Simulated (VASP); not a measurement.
# Ta2C (P-3m1) in VASP: further runs

Runs on Ta2C. Level: LDA. Tasks: single point, relaxation of shape and atoms at fixed volume.

All numbers are computed with VASP 6.6.1; they aren't measurements. Logs are shortened: lines on timing, memory, paths and dates and some standing lists are left out, and cuts for length are marked.

## Step 1: The cell of the first run

Symmetry: P-3m1, No. 164, trigonal system. Conventional cell: a = 3.098 Å, b = 3.098 Å, c = 4.920 Å, α = 90.00°, β = 90.00°, γ = 120.00°. Ta (site symmetry 3m) has 3 C at 2.18 Å within 2.9 Å. Within 2.9 Å of C (site symmetry -3m) lie 6 Ta at 2.18 Å.

## Step 2: Single point, LDA (volume scaled by 1.02, then relaxed in part)

INCAR

```
ALGO = Normal ; EDIFF = 1E-6
ENCUT = 520 ; ISIF = 2
ISMEAR = -1 ; LASPH = T
LCHARG = F ; LREAL = F
LWAVE = F ; NBANDS = 20
NELM = 100 ; PREC = Accurate
SIGMA = 0.15
```

KPOINTS

```
k-points
0
Gamma
  18 18 10
```

POSCAR

```
Ta2C
1.0
    3.0976538952      0.0000000000      0.0000000000
   -1.5488269476      2.6826469654      0.0000000000
    0.0000000000      0.0000000000      4.9200591353
Ta C
2 1
Direct
    0.3333333333      0.6666666667      0.2518969655
    0.6666666667      0.3333333333      0.7481030345
    0.0000000000      0.0000000000      0.0000000000
```

Potentials or basis: VASP PAW LDA potentials, release 64 (Ta_pv, C).

The run is started by

```
$ cat potpaw_LDA.64/Ta_pv/POTCAR potpaw_LDA.64/C/POTCAR > POTCAR
$ mpirun -np 1 vasp_std > vasp.out
```

OUTCAR:

```text
EDIFF = 1E-6
   ENCUT = 520
   ISIF = 2
   ISMEAR = -1
   LASPH = T
   LREAL = F
   NELM = 100
   PREC = Accurate

 ion  position               nearest neighbor table
   1  0.333  0.667  0.252-   3 2.18   3 2.18   3 2.18   2 3.03   2 3.03   2 3.03   2 3.06   2 3.06
                             2 3.06
   2  0.667  0.333  0.748-   3 2.18   3 2.18   3 2.18   1 3.03   1 3.03   1 3.03   1 3.06   1 3.06
                             1 3.06
   3  0.000  0.000  0.000-   1 2.18   2 2.18   2 2.18   1 2.18   2 2.18   1 2.18

  LATTYP: Found a hexagonal cell.
 ALAT       =     3.0976538952
 C/A-ratio  =     1.5883179018

  Lattice vectors:

 A1 = (   3.0976538952,   0.0000000000,   0.0000000000)
 A2 = (  -1.5488269476,   2.6826469654,   0.0000000000)
 A3 = (   0.0000000000,   0.0000000000,   4.9200591353)

Analysis of symmetry for initial positions (statically):
=====================================================================
 Subroutine PRICEL returns:
 Original cell was already a primitive cell.

 Routine SETGRP: Setting up the symmetry group for a
 hexagonal supercell.

 Subroutine GETGRP returns: Found 12 space group operations
 (whereof 12 operations were pure point group operations)
 out of a pool of 24 trial point group operations.

The static configuration has the point symmetry D_3d.

Analysis of symmetry for dynamics (positions and initial velocities):
=====================================================================
 Subroutine PRICEL returns:
 Original cell was already a primitive cell.

 Routine SETGRP: Setting up the symmetry group for a
 hexagonal supercell.

 Subroutine GETGRP returns: Found 12 space group operations
 (whereof 12 operations were pure point group operations)
 out of a pool of 24 trial point group operations.

The dynamic configuration has the point symmetry D_3d.

 Subroutine INISYM returns: Found 12 space group operations
 (whereof 12 operations are pure point group operations),
 and found     1 'primitive' translations

----------------------------------------------------------------------------------------

                                     Primitive cell

  volume of cell :      40.8853

  direct lattice vectors                    reciprocal lattice vectors
     3.097653895  0.000000000  0.000000000     0.322824962  0.186383079  0.000000000
    -1.548826948  2.682646965  0.000000000     0.000000000  0.372766157  0.000000000
     0.000000000  0.000000000  4.920059135     0.000000000  0.000000000  0.203249590

  length of vectors
     3.097653895  3.097653895  4.920059135     0.372766157  0.372766157  0.203249590

  position of ions in fractional coordinates (direct lattice)
     0.333333333  0.666666667  0.251896966
     0.666666667  0.333333333  0.748103034
     0.000000000  0.000000000  0.000000000

  ion indices of the primitive-cell ions
   primitive index   ion index
                 1           1
                 2           2
                 3           3

----------------------------------------------------------------------------------------

 KPOINTS: k-points

Automatic generation of k-mesh.
 Grid dimensions read from file:
 generate k-points for:   18   18   10

 Generating k-lattice:

  Cartesian coordinates                     Fractional coordinates (reciprocal lattice)
     0.017934720  0.010354615  0.000000000     0.055555556 -0.000000000  0.000000000
     0.000000000  0.020709231  0.000000000     0.000000000  0.055555556  0.000000000
     0.000000000  0.000000000  0.020324959     0.000000000  0.000000000  0.100000000

  Length of vectors
     0.020709231  0.020709231  0.020324959

  Shift w.r.t. Gamma in fractional coordinates (k-lattice)
     0.000000000  0.000000000  0.000000000

 Subroutine IBZKPT returns following result:
 ===========================================

 Found    330 irreducible k-points:

 Following reciprocal coordinates:
            Coordinates               Weight
  0.000000  0.000000  0.000000      1.000000
  0.055556  0.000000  0.000000      6.000000
  0.111111  0.000000  0.000000      6.000000
  0.166667  0.000000  0.000000      6.000000
  0.222222  0.000000  0.000000      6.000000
  0.277778  0.000000  0.000000      6.000000
[... 16 lines left out ...]
  0.333333  0.111111  0.000000     12.000000
  0.388889  0.111111  0.000000     12.000000
 [... further k-points ...]
   k-points           NKPTS =    330   k-points in BZ     NKDIM =    330   number of bands    NBANDS=     20
   number of dos      NEDOS =    301   number of ions     NIONS =      3
   total plane-waves  NPLWV =  23040
   dimension x,y,z NGX =    24 NGY =   24 NGZ =   40
   dimension x,y,z NGXF=    48 NGYF=   48 NGZF=   80
   ions per type =               2   1
   NGX,Y,Z   is equivalent  to a cutoff of  12.88, 12.88, 13.52 a.u.
   NGXF,Y,Z  is equivalent  to a cutoff of  25.76, 25.76, 27.03 a.u.
 SYSTEM =  unknown system
   PREC   = accura    normal or accurate (medium, high low for compatibility)
   ISTART =      0    job   : 0-new  1-cont  2-samecut
   ICHARG =      2    charge: 1-file 2-atom 10-const
   ISPIN  =      1    spin polarized calculation?
   LNONCOLLINEAR =      F non collinear calculations
   LSORBIT =      F    spin-orbit coupling
   LASPH  =      T    aspherical Exc in radial PAW
   ENCUT  =  520.0 eV  38.22 Ry    6.18 a.u.   5.76  5.76  9.15*2*pi/ulx,y,z
   NELM   =    100;   NELMIN=  2; NELMDL= -5     # of ELM steps
   EDIFF  = 0.1E-05   stopping-criterion for ELM
   LREAL  =      F    real-space projection
   EDIFFG = 0.1E-04   stopping-criterion for IOM
   NSW    =      0    number of steps for IOM
   IBRION =     -1    ionic relax: 0-MD 1-quasi-New 2-CG
   NFREE  =      0    steps in history (QN), initial steepest desc. (CG)
   ISIF   =      2    stress and relaxation
   ISYM   =      2    0-nonsym 1-usesym 2-fastsym
   POTIM  = 0.5000    time-step for ionic-motion
   TEBEG  =    0.0;   TEEND  =   0.0 temperature during run
   PSTRESS=    0.0 pullay stress
   NELECT =      26.0000    total number of electrons
   NUPDOWN=      -1.0000    fix difference up-down
   EMIN   =  10.00;   EMAX   =-10.00  energy-range for DOS
   EFERMI =   0.00;   METHOD = LEGACY
   ISMEAR =    -1;   SIGMA  =   0.15  broadening in eV -4-tet -1-fermi 0-gaus
   EFERMI_NEDOS =   21; number of points for ismear=-14 and -15
   IALGO  =     38    algorithm
   IMIX   =      4    mixing-type and parameters
     AMIX     =   0.40;   BMIX     =  1.00
     AMIX_MAG =   1.60;   BMIX_MAG =  1.00
  volume/ion in A,a.u.               =      13.63        91.97
  Fermi-wavevector in a.u.,A,eV,Ry     =   1.407809  2.660373 26.965738  1.981926
  Thomas-Fermi vector in A             =   2.530030
   LORBIT       =      0    0 simple, 1 ext, 2 COOP (PROOUT), +10 PAW based schemes
   GGA     = CA    functional components
   LHFCALC =     F    Hartree Fock is set to
   AEXX    =    0.0000 exact exchange contribution
   IVDW    =     0    specifies the selected vdW correction
   LEPSILON=     F    determine dielectric tensor
   LRPA    =     F    only Hartree local field effects (RPA)
 non-spin polarized calculation
  energy-cutoff  :      520.00
  volume of cell :       40.89
 maximum number of plane-waves:      1124
   NGX = 11   NGY = 11   NGZ = 19

 number of electron      26.0000003 magnetization

 Free energy of the ion-electron system (eV)
  ---------------------------------------------------
  ext. energy  EPLUGINS =         0.00000000
  ---------------------------------------------------
  free energy    TOTEN  =       -37.70705711 eV

  energy without entropy =      -37.63692975  energy(sigma->0) =      -37.67199343

 E-fermi :   6.5182     XC(G=0): -12.9934

 val. band max:        6.5168305270   @ k =  -0.0556   0.1667   0.1000
 cond. band min:       6.5200427865   @ k =   0.0000   0.0000   0.0000
 fundamental gap:      0.0032122594
 Fermi energy:         6.5182379189

 k-point     1 :       0.0000    0.0000    0.0000
  band No.  band energies     occupation
      1     -28.1139      2.00000
      2     -27.3941      2.00000
      3     -27.3941      2.00000
      4     -27.2756      2.00000
      5     -27.2756      2.00000
      6     -27.1883      2.00000
[... 12 lines left out ...]
     19       9.4729      0.00000
     20      14.2012      0.00000

 k-point     2 :       0.0556    0.0000    0.0000
  band No.  band energies     occupation
      1     -28.1051      2.00000
      2     -27.4136      2.00000
      3     -27.4011      2.00000
      4     -27.2948      2.00000
      5     -27.2774      2.00000
      6     -27.1917      2.00000
[... 12 lines left out ...]
     19       9.8421      0.00000
     20      14.2966      0.00000

 k-point     3 :       0.1111    0.0000    0.0000
  band No.  band energies     occupation
      1     -28.0793      2.00000
      2     -27.4697      2.00000
      3     -27.4205      2.00000
      4     -27.3494      2.00000
      5     -27.2830      2.00000
      6     -27.2020      2.00000
[... 12 lines left out ...]
     19      10.6345      0.00000
     20      14.3249      0.00000

 k-point     4 :       0.1667    0.0000    0.0000
  band No.  band energies     occupation
      1     -28.0381      2.00000
      2     -27.5553      2.00000
      3     -27.4491      2.00000
      4     -27.4311      2.00000
      5     -27.2927      2.00000
      6     -27.2196      2.00000
[... 12 lines left out ...]
     19      11.5248      0.00000
     20      14.1065      0.00000

 k-point     5 :       0.2222    0.0000    0.0000
  band No.  band energies     occupation
      1     -27.9845      2.00000
      2     -27.6595      2.00000
      3     -27.5283      2.00000
      4     -27.4826      2.00000
      5     -27.3060      2.00000
      6     -27.2446      2.00000
[... 12 lines left out ...]
     19      12.3804      0.00000
     20      13.8215      0.00000
[... 353 lines left out ...]
      6     -27.2879      2.00000
[... 12 lines left out ...]
     19      12.8673      0.00000
     20      13.6844      0.00000

 k-point    22 :       0.2778    0.1111    0.0000
  band No.  band energies     occupation
      1     -27.8798      2.00000
      2     -27.8205      2.00000
      3     -27.7422      2.00000
      4     -27.5564      2.00000
      5     -27.3812      2.00000
      6     -27.3267      2.00000
[... 12 lines left out ...]
     19      13.0063      0.00000
     20      13.3128      0.00000

 k-point    23 :       0.3333    0.1111    0.0000
  band No.  band energies     occupation
      1     -27.9472      2.00000
      2     -27.8033      2.00000
      3     -27.7542      2.00000
      4     -27.5968      2.00000
      5     -27.3973      2.00000
      6     -27.3685      2.00000
[... 12 lines left out ...]
     19      12.7280      0.00000
     20      12.9732      0.00000

 k-point    24 :       0.3889    0.1111    0.0000
  band No.  band energies     occupation
      1     -27.9962      2.00000
      2     -27.8301      2.00000
      3     -27.7087      2.00000
      4     -27.6229      2.00000
      5     -27.4097      2.00000
      6     -27.4037      2.00000
[... 12 lines left out ...]
     19      12.2647      0.00000
     20      12.7214      0.00000

 [... further k-points ...]
[... 5 lines left out ...]
  --------------------------------------------------------------------------------------
  -------------------------------------------------------------------------------------
  Total       -1.0184788     -1.0184788     -1.0177925      0.0000000      0.0000000      0.0000000
  in kB      -39.9112975    -39.9112975    -39.8844040      0.0000000      0.0000000      0.0000000
  external PRESSURE =     -39.9023330 kB  Pullay stress =       0.0000000 kB

 VOLUME and BASIS-vectors are now :
 -----------------------------------------------------------------------------
  energy-cutoff  :      520.00
  volume of cell :       40.89
      direct lattice vectors                 reciprocal lattice vectors
     3.097653895  0.000000000  0.000000000     0.322824962  0.186383079  0.000000000
    -1.548826948  2.682646965  0.000000000     0.000000000  0.372766157  0.000000000
     0.000000000  0.000000000  4.920059135     0.000000000  0.000000000  0.203249590

 POSITION                                       TOTAL-FORCE (eV/Angst)
 -----------------------------------------------------------------------------------
     -0.00000      1.78843      1.23935        -0.000000      0.000000      0.055462
      1.54883      0.89422      3.68071         0.000000      0.000000     -0.055462
      0.00000      0.00000      0.00000        -0.000000      0.000000      0.000000
 -----------------------------------------------------------------------------------
    total drift:                                0.000000     -0.000000      0.000000

  FREE ENERGIE OF THE ION-ELECTRON SYSTEM (eV)
  ---------------------------------------------------
  free  energy   TOTEN  =       -37.7070571058 eV

  energy  without entropy=      -37.6369297521  energy(sigma->0) =      -37.67199343
```

Wall time 70 s (1 thread of Intel Xeon 6975P-C (Granite Rapids), shared host); peak memory 0.33 GiB.

What came out:

```
Free energy            : -37.7071 eV
Pressure               : -4.0 GPa
Largest force          : 0.055 eV/Å
Band gap on the k mesh : zero (band 13 reaches 7.02 eV, above the bottom of band 14 at 6.22 eV)
```

Forces in eV/Å, atoms in the order of the input:
```
Ta   0.000  0.000  0.055
Ta   0.000  0.000 -0.055
C    0.000  0.000  0.000
```

Caveat: the cell differs from its parent crystal (volume scaled by 1.02, then relaxed in part); spin-orbit coupling is left out, which moves the levels of the heavy elements.

## Step 3: Relaxation of shape and atoms at fixed volume, LDA (volume scaled by 0.98)

INCAR

```
SYSTEM = Ta2C
PREC = Accurate
ENCUT = 600
EDIFF = 1E-6
ISMEAR = -1
SIGMA = 0.15
LREAL = .FALSE.
LASPH = .TRUE.
NELM = 60
ALGO = Normal
ISIF = 4
LWAVE = .FALSE.
LCHARG = .FALSE.
IBRION = 2
NSW = 80
EDIFFG = -0.001
```

KPOINTS

```
Automatic mesh
0
G
  18 18 10
  0 0 0
```

POSCAR

```
Ta2C
1.0
    3.0564754866      0.0000000000      0.0000000000
   -1.5282377433      2.6469854175      0.0000000000
    0.0000000000      0.0000000000      4.8553459146
Ta C
2 1
Direct
    0.3333333333      0.6666666667      0.2530795645
    0.6666666667      0.3333333333      0.7469204355
    0.0000000000      0.0000000000      0.0000000000
```

Potentials or basis: VASP PAW LDA potentials, release 64 (Ta_pv, C).

The run is started by

```
$ cat potpaw_LDA.64/Ta_pv/POTCAR potpaw_LDA.64/C/POTCAR > POTCAR
$ mpirun -np 1 vasp_std > vasp.out
```

Wall time 5.3 min (1 thread of Intel Xeon 6975P-C (Granite Rapids), shared host); peak memory 0.36 GiB.

The run converged. Its results:

```
Free energy               : -37.6942 eV
Energy gained by relaxing : 0.6 meV/atom
Ionic steps               : 17
Pressure after relaxing   : 7.3 GPa
Band gap on the k mesh    : zero (band 13 reaches 7.41 eV, above the bottom of band 14 at 6.56 eV)
```

The path:
| step | energy change (eV) | largest force (eV/Å) | pressure (GPa) | volume (Å³) |
| --- | --- | --- | --- | --- |
| 1 | 0.0000 | 0.2529 | 7.83 | 39.28 |
| 2 | -0.0010 | 0.1688 | 6.91 | 39.28 |
| 3 | -0.0019 | 0.0002 | 7.25 | 39.28 |
| 4 | -0.0019 | 0.0052 | 7.28 | 39.28 |
| 5 | -0.0019 | 0.0038 | 7.28 | 39.28 |
| 6 | -0.0019 | 0.0041 | 7.28 | 39.28 |
| 7 | -0.0019 | 0.0045 | 7.28 | 39.28 |
| 8 | -0.0019 | 0.0046 | 7.28 | 39.28 |
| 9 | -0.0019 | 0.0048 | 7.28 | 39.28 |
| 10 | -0.0019 | 0.0045 | 7.28 | 39.28 |
| 11 | -0.0019 | 0.0013 | 7.26 | 39.28 |
| 12 | -0.0019 | 0.0005 | 7.27 | 39.28 |
| 13 | -0.0019 | 0.0006 | 7.27 | 39.28 |
| 14 | -0.0019 | 0.0028 | 7.28 | 39.28 |
| 15 | -0.0019 | 0.0010 | 7.27 | 39.28 |
| 16 | -0.0019 | 0.0004 | 7.27 | 39.28 |
| 17 | -0.0019 | 0.0002 | 7.27 | 39.28 |

Final structure:
```xyz
3
Lattice="3.0563 0.0000 0.0000 -1.5282 2.6469 0.0000 0.0000 0.0000 4.8558" Properties=species:S:1:pos:R:3 pbc="T T T"
Ta    0.0000    1.7646    1.2362
Ta    1.5282    0.8823    3.6196
C     0.0000    0.0000    0.0000
```

Levels at points of the mesh, in eV from the Fermi level:
| k point | band 9 | band 10 | band 11 | band 12 | band 13 | band 14 | band 15 | band 16 | band 17 |
| --- | --- | --- | --- | --- | --- | --- | --- | --- | --- |
| (0.00, 0.00, 0.00) | -3.66 | -3.66 | -2.77 | -0.02 | 0.52 | 0.52 | 1.17 | 1.17 | 2.41 |
| (0.50, 0.00, 0.00) | -4.41 | -4.10 | -3.93 | -1.76 | -0.11 | 3.46 | 3.64 | 4.97 | 5.42 |
| (0.00, 0.00, 0.50) | -3.94 | -3.94 | -1.95 | -1.44 | -0.33 | -0.33 | 3.17 | 3.17 | 3.64 |
| (0.50, 0.00, 0.50) | -4.76 | -3.60 | -2.59 | -1.02 | -0.86 | 1.52 | 1.55 | 4.57 | 5.10 |

Caveat: the cell differs from its parent crystal (volume scaled by 0.98); spin-orbit coupling is left out, which moves the levels of the heavy elements.
